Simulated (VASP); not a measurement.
The system is Lu.

```
Lu
1.0
     3.50482    0.00000    0.00000
    -1.75241    3.03526    0.00000
     0.00000    0.00000    5.46968
Lu
2
Direct
  0.33333 0.66667 0.25000
  0.66667 0.33333 0.75000
```

Base run:

```yaml
Program: VASP 6.6.1
Functional: r2SCAN
Potentials_or_basis: VASP PAW PBE potentials, release 64 (Lu)
Cutoff: 520 eV
k_mesh: 10 × 10 × 6
Occupations: fermi-dirac, width 0.1 eV
Spin: no spin polarisation
```

Its results: band gap on the k mesh zero (band 25 reaches 3.52 eV, above the bottom of band 26 at 1.52 eV); pressure 0.3 GPa.

Q: After a change of settings the same cell gave: band gap on the k mesh zero (band 25 reaches 2.96 eV, above the bottom of band 26 at 1.59 eV); pressure 0.7 GPa. Which change was it?
A. k mesh from 10 × 10 × 6 to 3 × 3 × 2
B. k mesh from 10 × 10 × 6 to 5 × 5 × 3
C. k mesh from 10 × 10 × 6 to 2 × 2 × 1

A: B.

Caveats: some runs use coarse meshes; the PAW data sets were made with another functional, which shifts forces and pressure a little; spin-orbit coupling is left out, which moves the levels of the heavy elements.
